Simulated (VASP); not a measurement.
# KF in VASP: further runs

The runs below take KF through single point, with PBE.

Everything below comes from runs of VASP 6.6.1. Logs are shortened: lines on timing, memory, paths and dates and some standing lists are left out, and cuts for length are marked.

### Step 1. The cell of the first run

It takes space group Fm-3m (No. 225, cubic). Conventional cell: a = 5.393 Å, b = 5.393 Å, c = 5.393 Å, α = 90.00°, β = 90.00°, γ = 90.00°. K (site symmetry m-3m) has 6 F at 2.70 Å within 3.6 Å. Within 3.6 Å of F (site symmetry m-3m) lie 6 K at 2.70 Å.

### Step 2. Single point, PBE (strained)

Input file INCAR:

```
ALGO     = Normal         # electronic algorithm
EDIFF    = 1E-6           # SCF threshold, eV
ENCUT    = 520            # plane-wave cutoff, eV
GGA      = PE             # functional
ISIF     = 2              # what is computed and relaxed
ISMEAR   = 0              # smearing method
LASPH    = True           # aspherical terms in the spheres
LCHARG   = True           # write CHGCAR
LELF     = True           # ELF
LREAL    = False          # projectors in reciprocal space
LVHAR    = True         
LWAVE    = False          # write WAVECAR
NBANDS   = 15             # bands
NELM     = 60             # most SCF steps
PREC     = Accurate       # precision mode
SIGMA    = 0.02           # smearing width, eV
```

Input file KPOINTS:

```
k-points
0
Gamma
  8 8 8
```

Input file POSCAR:

```
KF
1.0
    0.0000000000      2.6963584250      2.6963584250
    2.6963584250      0.0000000000      2.6963584250
    2.6963584250      2.6963584250      0.0000000000
K F
1 1
Direct
    0.0000000000      0.0000000000      0.0000000000
    0.5000000000      0.5000000000      0.5000000000
```

Potentials or basis: VASP PAW PBE potentials, release 64 (K_sv, F).

On the command line:

```bash
> cat potpaw_PBE.64/K_sv/POTCAR potpaw_PBE.64/F/POTCAR > POTCAR
> mpirun -np 1 vasp_std > vasp.out
```

OUTCAR:

```text
EDIFF = 1E-6
   ENCUT = 520
   GGA = PE
   ISIF = 2
   ISMEAR = 0
   LASPH = True
   LREAL = False
   NELM = 60
   PREC = Accurate

 ion  position               nearest neighbor table
   1  0.000  0.000  0.000-   2 2.70   2 2.70   2 2.70   2 2.70   2 2.70   2 2.70
   2  0.500  0.500  0.500-   1 2.70   1 2.70   1 2.70   1 2.70   1 2.70   1 2.70

  LATTYP: Found a face centered cubic cell.
 ALAT       =     5.3927168500

  Lattice vectors:

 A1 = (   0.0000000000,   2.6963584250,   2.6963584250)
 A2 = (   2.6963584250,   0.0000000000,   2.6963584250)
 A3 = (   2.6963584250,   2.6963584250,   0.0000000000)

Analysis of symmetry for initial positions (statically):
=====================================================================
 Subroutine PRICEL returns:
 Original cell was already a primitive cell.

 Routine SETGRP: Setting up the symmetry group for a
 face centered cubic supercell.

 Subroutine GETGRP returns: Found 48 space group operations
 (whereof 48 operations were pure point group operations)
 out of a pool of 48 trial point group operations.

The static configuration has the point symmetry O_h .

Analysis of symmetry for dynamics (positions and initial velocities):
=====================================================================
 Subroutine PRICEL returns:
 Original cell was already a primitive cell.

 Routine SETGRP: Setting up the symmetry group for a
 face centered cubic supercell.

 Subroutine GETGRP returns: Found 48 space group operations
 (whereof 48 operations were pure point group operations)
 out of a pool of 48 trial point group operations.

The dynamic configuration has the point symmetry O_h .

 Subroutine INISYM returns: Found 48 space group operations
 (whereof 48 operations are pure point group operations),
 and found     1 'primitive' translations

----------------------------------------------------------------------------------------

                                     Primitive cell

  volume of cell :      39.2069

  direct lattice vectors                    reciprocal lattice vectors
     0.000000000  2.696358425  2.696358425    -0.185435288  0.185435288  0.185435288
     2.696358425  0.000000000  2.696358425     0.185435288 -0.185435288  0.185435288
     2.696358425  2.696358425  0.000000000     0.185435288  0.185435288 -0.185435288

  length of vectors
     3.813226654  3.813226654  3.813226654     0.321183340  0.321183340  0.321183340

  position of ions in fractional coordinates (direct lattice)
     0.000000000  0.000000000  0.000000000
     0.500000000  0.500000000  0.500000000

  ion indices of the primitive-cell ions
   primitive index   ion index
                 1           1
                 2           2

----------------------------------------------------------------------------------------

 KPOINTS: k-points

Automatic generation of k-mesh.
 Grid dimensions read from file:
 generate k-points for:    8    8    8

 Generating k-lattice:

  Cartesian coordinates                     Fractional coordinates (reciprocal lattice)
    -0.023179411  0.023179411  0.023179411     0.125000000  0.000000000  0.000000000
     0.023179411 -0.023179411  0.023179411     0.000000000  0.125000000  0.000000000
     0.023179411  0.023179411 -0.023179411     0.000000000  0.000000000  0.125000000

  Length of vectors
     0.040147917  0.040147917  0.040147917

  Shift w.r.t. Gamma in fractional coordinates (k-lattice)
     0.000000000  0.000000000  0.000000000

 Subroutine IBZKPT returns following result:
 ===========================================

 Found     29 irreducible k-points:

 Following reciprocal coordinates:
            Coordinates               Weight
  0.000000  0.000000  0.000000      1.000000
  0.125000  0.000000  0.000000      8.000000
  0.250000  0.000000  0.000000      8.000000
  0.375000  0.000000  0.000000      8.000000
  0.500000  0.000000  0.000000      4.000000
  0.125000  0.125000  0.000000      6.000000
[... 16 lines left out ...]
  0.500000  0.250000  0.125000     48.000000
 -0.375000  0.250000  0.125000     24.000000
 [... further k-points ...]
   k-points           NKPTS =     29   k-points in BZ     NKDIM =     29   number of bands    NBANDS=     15
   number of dos      NEDOS =    301   number of ions     NIONS =      2
   total plane-waves  NPLWV =  21952
   dimension x,y,z NGX =    28 NGY =   28 NGZ =   28
   dimension x,y,z NGXF=    56 NGYF=   56 NGZF=   56
   ions per type =               1   1
   NGX,Y,Z   is equivalent  to a cutoff of  12.21, 12.21, 12.21 a.u.
   NGXF,Y,Z  is equivalent  to a cutoff of  24.41, 24.41, 24.41 a.u.
 SYSTEM =  unknown system
   PREC   = accura    normal or accurate (medium, high low for compatibility)
   ISTART =      0    job   : 0-new  1-cont  2-samecut
   ICHARG =      2    charge: 1-file 2-atom 10-const
   ISPIN  =      1    spin polarized calculation?
   LNONCOLLINEAR =      F non collinear calculations
   LSORBIT =      F    spin-orbit coupling
   LASPH  =      T    aspherical Exc in radial PAW
   ENCUT  =  520.0 eV  38.22 Ry    6.18 a.u.   7.09  7.09  7.09*2*pi/ulx,y,z
   NELM   =     60;   NELMIN=  2; NELMDL= -5     # of ELM steps
   EDIFF  = 0.1E-05   stopping-criterion for ELM
   LREAL  =      F    real-space projection
   EDIFFG = 0.1E-04   stopping-criterion for IOM
   NSW    =      0    number of steps for IOM
   IBRION =     -1    ionic relax: 0-MD 1-quasi-New 2-CG
   NFREE  =      0    steps in history (QN), initial steepest desc. (CG)
   ISIF   =      2    stress and relaxation
   ISYM   =      2    0-nonsym 1-usesym 2-fastsym
   POTIM  = 0.5000    time-step for ionic-motion
   TEBEG  =    0.0;   TEEND  =   0.0 temperature during run
   PSTRESS=    0.0 pullay stress
   NELECT =      16.0000    total number of electrons
   NUPDOWN=      -1.0000    fix difference up-down
   EMIN   =  10.00;   EMAX   =-10.00  energy-range for DOS
   EFERMI =   0.00;   METHOD = LEGACY
   ISMEAR =     0;   SIGMA  =   0.02  broadening in eV -4-tet -1-fermi 0-gaus
   EFERMI_NEDOS =   21; number of points for ismear=-14 and -15
   IALGO  =     38    algorithm
   IMIX   =      4    mixing-type and parameters
     AMIX     =   0.40;   BMIX     =  1.00
     AMIX_MAG =   1.60;   BMIX_MAG =  1.00
  volume/ion in A,a.u.               =      19.60       132.29
  Fermi-wavevector in a.u.,A,eV,Ry     =   1.214303  2.294701 20.062235  1.474533
  Thomas-Fermi vector in A             =   2.349727
   LORBIT       =      0    0 simple, 1 ext, 2 COOP (PROOUT), +10 PAW based schemes
   GGA     = PE    functional components
   LHFCALC =     F    Hartree Fock is set to
   AEXX    =    0.0000 exact exchange contribution
   IVDW    =     0    specifies the selected vdW correction
   LEPSILON=     F    determine dielectric tensor
   LRPA    =     F    only Hartree local field effects (RPA)
 non-spin polarized calculation
 Gauss-broadening in eV      SIGMA  =   0.02
  energy-cutoff  :      520.00
  volume of cell :       39.21
 maximum number of plane-waves:      1067
   NGX = 15   NGY = 15   NGZ = 15

 number of electron      15.9999988 magnetization

 Free energy of the ion-electron system (eV)
  ---------------------------------------------------
  ext. energy  EPLUGINS =         0.00000000
  ---------------------------------------------------
  free energy    TOTEN  =        -8.29756183 eV

  energy without entropy =       -8.29756183  energy(sigma->0) =       -8.29756183

 E-fermi :  -2.6865     XC(G=0):  -8.2803

 val. band max:       -2.8759030038   @ k =   0.0000   0.0000   0.0000
 cond. band min:       3.1483273570   @ k =   0.0000   0.0000   0.0000
 fundamental gap:      6.0242303608
 Fermi energy:        -2.6865157246

 k-point     1 :       0.0000    0.0000    0.0000
  band No.  band energies     occupation
      1     -29.0906      2.00000
      2     -21.5182      2.00000
      3     -12.3602      2.00000
      4     -12.3602      2.00000
      5     -12.3602      2.00000
      6      -2.8759      2.00000
      7      -2.8759      2.00000
      8      -2.8759      2.00000
      9       3.1483      0.00000
     10       7.7262      0.00000
     11       7.7262      0.00000
     12       7.7262      0.00000
     13       9.3618      0.00000
     14       9.3618      0.00000
     15      13.8815      0.00000

 k-point     2 :       0.1250    0.0000    0.0000
  band No.  band energies     occupation
      1     -29.0785      2.00000
      2     -21.5283      2.00000
      3     -12.3987      2.00000
      4     -12.3654      2.00000
      5     -12.3654      2.00000
      6      -3.0106      2.00000
      7      -2.9251      2.00000
      8      -2.9251      2.00000
      9       3.5713      0.00000
     10       7.4796      0.00000
     11       7.9298      0.00000
     12       7.9298      0.00000
     13       9.4976      0.00000
     14       9.4976      0.00000
     15      14.6096      0.00000

 k-point     3 :       0.2500    0.0000    0.0000
  band No.  band energies     occupation
      1     -29.0493      2.00000
      2     -21.5547      2.00000
      3     -12.4908      2.00000
      4     -12.3779      2.00000
      5     -12.3779      2.00000
      6      -3.2965      2.00000
      7      -3.0415      2.00000
      8      -3.0415      2.00000
      9       4.6320      0.00000
     10       7.1284      0.00000
     11       8.4315      0.00000
     12       8.4315      0.00000
     13       9.9248      0.00000
     14       9.9249      0.00000
     15      15.5137      0.00000
[... 343 lines left out ...]
 k-point    23 :       0.5000    0.2500    0.1250
  band No.  band energies     occupation
      1     -29.0064      2.00000
      2     -21.5670      2.00000
      3     -12.6167      2.00000
      4     -12.5432      2.00000
      5     -12.4213      2.00000
      6      -3.4199      2.00000
      7      -3.1573      2.00000
      8      -3.0344      2.00000
      9       6.2001      0.00000
     10       6.6679      0.00000
     11       8.7287      0.00000
     12       9.5561      0.00000
     13      10.4576      0.00000
     14      11.3962      0.00000
     15      13.0466      0.00000

 k-point    24 :      -0.3750    0.2500    0.1250
  band No.  band energies     occupation
      1     -28.9970      2.00000
      2     -21.5712      2.00000
      3     -12.6573      2.00000
      4     -12.5581      2.00000
      5     -12.4289      2.00000
      6      -3.4262      2.00000
      7      -3.1418      2.00000
      8      -3.1240      2.00000
      9       6.4124      0.00000
     10       7.0813      0.00000
     11       8.6456      0.00000
     12       9.6977      0.00000
     13      10.9165      0.00000
     14      11.9255      0.00000
     15      12.1148      0.00000

 [... further k-points ...]
[... 5 lines left out ...]
  --------------------------------------------------------------------------------------
  -------------------------------------------------------------------------------------
  Total        0.1195522      0.1195522      0.1195522      0.0000000     -0.0000000      0.0000000
  in kB        4.8854593      4.8854593      4.8854593      0.0000000     -0.0000000      0.0000000
  external PRESSURE =       4.8854593 kB  Pullay stress =       0.0000000 kB

 VOLUME and BASIS-vectors are now :
 -----------------------------------------------------------------------------
  energy-cutoff  :      520.00
  volume of cell :       39.21
      direct lattice vectors                 reciprocal lattice vectors
     0.000000000  2.696358425  2.696358425    -0.185435288  0.185435288  0.185435288
     2.696358425  0.000000000  2.696358425     0.185435288 -0.185435288  0.185435288
     2.696358425  2.696358425  0.000000000     0.185435288  0.185435288 -0.185435288

 POSITION                                       TOTAL-FORCE (eV/Angst)
 -----------------------------------------------------------------------------------
      0.00000      0.00000      0.00000         0.000000     -0.000000     -0.000000
      2.69636      2.69636      2.69636        -0.000000      0.000000      0.000000
 -----------------------------------------------------------------------------------
    total drift:                                0.000000      0.000000      0.000000

  FREE ENERGIE OF THE ION-ELECTRON SYSTEM (eV)
  ---------------------------------------------------
  free  energy   TOTEN  =        -8.2975618251 eV

  energy  without entropy=       -8.2975618251  energy(sigma->0) =       -8.29756183
```

Run time: 10 s. Hardware: 1 thread of Intel Xeon Platinum 8488C (Sapphire Rapids), shared host; peak memory 0.16 GiB.

What came out:

- Free energy: -8.2976 eV
- Pressure: 0.5 GPa
- Band gap on the k mesh: 6.02 eV, direct

Caveat: the cell differs from its parent crystal (strained). A k mesh can miss the band edges.

(Continued in part 2 of 2.)
